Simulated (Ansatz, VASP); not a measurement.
One calculation of Ga4As3P, two programs

The input POSCAR:

```
Ga4As3P
1.0
    6.5216444484      0.0000000000     -0.0001349729
    0.0000000000      3.9572506350      0.0000000000
   -0.0001437437      0.0000000000      6.8477943918
P As Ga
1 3 4
Direct
   -0.0006877450      0.0000000000      0.3325459746
    0.0013853510      0.5000000000      0.8337885574
    0.4998535431      0.5000000000      0.1694690733
    0.5018208264      0.0000000000      0.6642562170
    0.3643013293      0.0000000000      0.3333257153
    0.3772590441      0.5000000000      0.8335956129
    0.8778204364      0.5000000000      0.1736205984
    0.8782472147      0.0000000000      0.6593982511
```

The input INCAR.step1:

```
PREC = Accurate ; ENCUT = 520
ISMEAR = 0 ; SIGMA = 0.01
LREAL = F ; LASPH = T
NELM = 100 ; NBANDS = 46
GGA = PE ; ALGO = Normal
EDIFF = 1E-4 ; LWAVE = T
LCHARG = F
```

File INCAR.step2:

```
PREC = Accurate ; ENCUT = 520
EDIFF = 1E-6 ; ISMEAR = 0
SIGMA = 0.01 ; LREAL = F
LASPH = T ; NELM = 100
ALGO = Normal ; ISIF = 2
LWAVE = F ; LCHARG = F
METAGGA = R2SCAN ; LMIXTAU = T
NBANDS = 46 ; ISTART = 1
```

KPOINTS

```
regular mesh
0
Gamma
  4 6 4
```

Input for Ansatz:

```yaml
crystal:
  lattice:
    - [6.5216444484, 0.0, -0.0001349729]
    - [0.0, 3.957250635, 0.0]
    - [-0.0001437437, 0.0, 6.8477943918]
  atoms:
    - { symbol: P, position: [-0.000687745, 0.0, 0.3325459746] }
    - { symbol: As, position: [0.001385351, 0.5, 0.8337885574] }
    - { symbol: As, position: [0.4998535431, 0.5, 0.1694690733] }
    - { symbol: As, position: [0.5018208264, 0.0, 0.664256217] }
    - { symbol: Ga, position: [0.3643013293, 0.0, 0.3333257153] }
    - { symbol: Ga, position: [0.3772590441, 0.5, 0.8335956129] }
    - { symbol: Ga, position: [0.8778204364, 0.5, 0.1736205984] }
    - { symbol: Ga, position: [0.8782472147, 0.0, 0.6593982511] }
kpoints:
  mp_grid: { grid: [4, 6, 4] }
  band_path:
    path:
      - [0.0, 0.0, 0.0]
      - [0.0, 0.5, 0.0]
      - [0.0, 0.5, 0.5]
      - [0.0, 0.0, 0.5]
      - [-0.5, 0.0, 0.5]
      - [-0.5, 0.5, 0.5]
      - [-0.5, 0.5, 0.0]
      - [-0.5, 0.0, 0.0]
    npoints: 1
hamiltonian:
  xc: r2scan
scf:
  occupations: { method: fixed }
  n_extra_bands: 6
output:
  forces: true
  stress: true
  eigenvalues: true
```

Alike in both runs: task single point; functional r2SCAN; k mesh 4 × 6 × 4; no spin polarisation.

|  | VASP | Ansatz |
| --- | --- | --- |
| version | VASP 6.6.1 | Ansatz 0.2.0 |
| potentials or method | VASP PAW PBE potentials, release 64 (P, As, Ga_d) | plane waves, PAW |
| plane-wave cutoff (eV) | 520 | 500 |
| occupations | gaussian, width 0.01 eV | fixed |
| valence electrons in the cell | 72 | 102 |

|  | VASP | Ansatz | Ansatz less VASP |
| --- | --- | --- | --- |
| gap on the k mesh at the Fermi level (eV) | 1.15 | 1.17 | +0.013 |
| pressure (GPa) | 0.0 | 0.0 | -0.05 |
| rms of the force components (eV/Å) | 0.004 | 0.001 | -0.0026 |

VASP's potentials were made for PBE, not for r2SCAN. Atom by atom the forces differ by 0.003 eV/Å (rms over components). VASP's potentials hold 72 valence electrons a cell and Ansatz's 102, so a difference there can come from the potentials and not from the codes.
